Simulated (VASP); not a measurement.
A run of VASP 6.6.1:

File POSCAR:

```
PbO
1.0
   -0.1643965890      2.5583715882      2.5583715882
    2.5583715882     -0.1643965890      2.5583715882
    2.5583715882      2.5583715882     -0.1643965890
Pb O
1 1
Direct
    0.0000000000      0.0000000000      0.0000000000
    0.5000000000      0.5000000000      0.5000000000
```

File INCAR.step1:

```
PREC = Accurate
ENCUT = 520
ISMEAR = -1
SIGMA = 0.02
LREAL = F
LASPH = T
NELM = 100
NBANDS = 17
GGA = PE
ALGO = Normal
EDIFF = 1E-4
LWAVE = T
LCHARG = F
```

The input INCAR.step2:

```
PREC = Accurate
ENCUT = 520
EDIFF = 1E-6
ISMEAR = -1
SIGMA = 0.02
LREAL = F
LASPH = T
NELM = 100
ALGO = Normal
ISIF = 2
LWAVE = F
LCHARG = F
METAGGA = R2SCAN
LMIXTAU = T
NBANDS = 17
ISTART = 1
```

The input KPOINTS:

```
regular mesh
0
Gamma
  8 8 8
```

Potentials or basis: VASP PAW PBE potentials, release 64 (Pb_d, O).

The run is started by

```console
$ cat potpaw_PBE.64/Pb_d/POTCAR potpaw_PBE.64/O/POTCAR > POTCAR
$ cp INCAR.step1 INCAR
$ mpirun -np 1 vasp_std > vasp.out
$ cp INCAR.step2 INCAR
$ mpirun -np 1 vasp_std > vasp.out
```

Hardware: 1 thread of Intel(R) Xeon(R) Platinum 8375C CPU @ 2.90GHz (Ice Lake), on a shared host.

Q: Estimate the wall time of this run.

A: Run time: 120 s on 1 thread of Intel(R) Xeon(R) Platinum 8375C CPU @ 2.90GHz (Ice Lake), on a shared host, peak memory 0.19 GiB. Counts: k points 65.
